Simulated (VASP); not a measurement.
Write the native input for VASP 6.6.1 that does the following.

| Item | Value |
| --- | --- |
| Task | single point |
| Functional | PBE |
| Potentials or basis | VASP PAW PBE potentials, release 64 (Si, C) |
| Cutoff | 520 eV |
| k mesh | 12 × 8 × 8 |
| Occupations | gaussian, width 0.01 eV |
| Spin | no spin polarisation |
| Dipole correction | no |
| Further INCAR settings | ALGO = Normal; EDIFF = 1e-06; NBANDS = 26 |

The structure of SiC lies in POSCAR:

```
SiC
1.0
   -1.4810596546     -2.5652705709      0.0000000000
   -0.0451064107      0.0260421984     -5.3899463663
    4.7981097306     -2.7701899445      0.0544324664
Si C
4 4
Direct
    0.0000000000      0.9675001594      0.3294935455
    0.0000000000      0.3857886082      0.6554361006
    0.0000000000      0.5321807151      0.2844210824
    0.5000000000      0.6123159911      0.8776032520
    0.5000000000      0.9715112197      0.8673041605
    0.5000000000      0.3909505065      0.1364463805
    0.0000000000      0.0430650893      0.7148828544
    0.5000000000      0.0966877107      0.1344126240
```

These files were run (other wordings do the same):

INCAR

```
ALGO = Normal
EDIFF = 1E-6
ENCUT = 520
GGA = PE
ISIF = 2
ISMEAR = 0
LASPH = T
LCHARG = T
LELF = T
LREAL = F
LVHAR = T
LWAVE = F
NBANDS = 26
NELM = 60
PREC = Accurate
SIGMA = 0.01
```

KPOINTS

```
k-points
0
Gamma
  12 8 8
```

Potentials or basis: VASP PAW PBE potentials, release 64 (Si, C).

Launch:

```bash
$ cat potpaw_PBE.64/Si/POTCAR potpaw_PBE.64/C/POTCAR > POTCAR
$ mpirun -np 1 vasp_std > vasp.out
```

Results of the run:

```json
{"Pressure": "-0.1 GPa", "Largest force": "0.030 eV/Å", "Band gap on the k mesh": "zero (bands 16 and 17 overlap by 1.22 eV)"}
```

It took 8.6 min on 1 thread of Intel Xeon 8259CL, on a shared host, peak memory 0.49 GiB.
